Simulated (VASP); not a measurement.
Input of a VASP 6.6.1 run:

File INCAR:

```
SYSTEM = ScGaN
PREC = Accurate ; ENCUT = 600
EDIFF = 1E-6 ; ISMEAR = 0
SIGMA = 0.1 ; LREAL = .False.
LASPH = .True. ; NELM = 60
ALGO = Normal ; ISIF = 3
LWAVE = .False. ; LCHARG = .False.
GGA = PE ; IBRION = 2
NSW = 90 ; EDIFFG = -0.04
```

File KPOINTS:

```
regular mesh
0
Gamma
  6 6 4
  0 0 0
```

Contents of POSCAR:

```
ScGaN
1.0
    3.8755010500      0.0000000000      0.0000000000
   -1.9377505200      3.3562823600      0.0000000000
    0.0000000000      0.0000000000      3.8368079200
Sc Ga N
1 1 1
Direct
    0.6666666700      0.3333333300      0.5000000000
    0.0000000000      0.0000000000      0.0000000000
    0.3333333300      0.6666666700      0.5000000000
```

Potentials or basis: VASP PAW PBE potentials, release 64 (Sc_sv, Ga_d, N).

The run is started by

```bash
$ cat potpaw_PBE.64/Sc_sv/POTCAR potpaw_PBE.64/Ga_d/POTCAR potpaw_PBE.64/N/POTCAR > POTCAR
$ mpirun -np 1 vasp_std > vasp.out
```

**Question.** Predict the relaxed cell.

**Answer.** a = 3.533 Å, b = 3.533 Å, c = 4.934 Å, α = 90.00°, β = 90.00°, γ = 120.00°.

**Question.** Estimate the relaxed volume.

**Answer.** 17.78 Å³/atom.

**Question.** Predict the space group after relaxing (to 0.05 Å).

**Answer.** P-6m2 (No. 187).

Final structure:
```yaml
crystal:
  lattice:
    - [3.53293, 0.00000, 0.00000]
    - [-1.76646, 3.05960, 0.00000]
    - [0.00000, 0.00000, 4.93376]
  atoms:
    - { symbol: Sc, position: [0.66667, 0.33333, 0.50000] }
    - { symbol: Ga, position: [0.00000, 0.00000, 0.00000] }
    - { symbol: N, position: [0.33333, 0.66667, 0.50000] }
```

Caveat: the k points lie up to 0.34 Å⁻¹ apart in the final cell.
